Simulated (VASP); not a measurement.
As2Pt:

```
CELL_PARAMETERS angstrom
5.96650 0.00000 0.00000
0.00000 5.96650 0.00000
0.00000 0.00000 5.96650
ATOMIC_POSITIONS crystal
As 0.38300 0.38300 0.38300
As 0.11700 0.61700 0.88300
As 0.88300 0.11700 0.61700
As 0.61700 0.88300 0.11700
As 0.61700 0.61700 0.61700
As 0.88300 0.38300 0.11700
As 0.11700 0.88300 0.38300
As 0.38300 0.11700 0.88300
Pt 0.00000 0.00000 0.00000
Pt 0.50000 0.00000 0.50000
Pt 0.50000 0.50000 0.00000
Pt 0.00000 0.50000 0.50000
```

- Program: VASP 6.6.1
- Task: relaxation of cell and atoms
- Functional: r2SCAN
- Potentials or basis: VASP PAW PBE potentials, release 64 (As, Pt)
- Cutoff: 550 eV
- k mesh: 6 × 6 × 6
- Occupations: gaussian, width 0.02 eV
- Spin: no spin polarisation

At the start: pressure 3.4 GPa; volume 17.70 Å³/atom.

Task: How do energy, volume and symmetry change on relaxing?

Result: Over 5 steps the energy falls by 4.5 meV/atom and the volume is 18.08 Å³/atom (+2.2 %); space group Pa-3 (No. 205, to 0.05 Å).

The path:
```csv
step,energy change (eV),largest force (eV/Å),pressure (GPa),volume (Å³)
1,0.0000,0.1739,3.39,212.40
2,0.0538,0.0778,-4.62,224.14
3,-0.0505,0.1295,-0.13,217.09
4,-0.0539,0.0147,-0.02,217.00
5,-0.0539,0.0002,0.00,216.99
```

Final structure:
```
As Pt
1.0
     6.00915    0.00000    0.00000
     0.00000    6.00915    0.00000
     0.00000    0.00000    6.00915
As Pt
8 4
Direct
  0.38396 0.38396 0.38396
  0.11604 0.61604 0.88396
  0.88396 0.11604 0.61604
  0.61604 0.88396 0.11604
  0.61604 0.61604 0.61604
  0.88396 0.38396 0.11604
  0.11604 0.88396 0.38396
  0.38396 0.11604 0.88396
  0.00000 0.00000 0.00000
  0.50000 0.00000 0.50000
  0.50000 0.50000 0.00000
  0.00000 0.50000 0.50000
```

Caveat: the PAW data sets were made with another functional, which shifts forces and pressure a little.
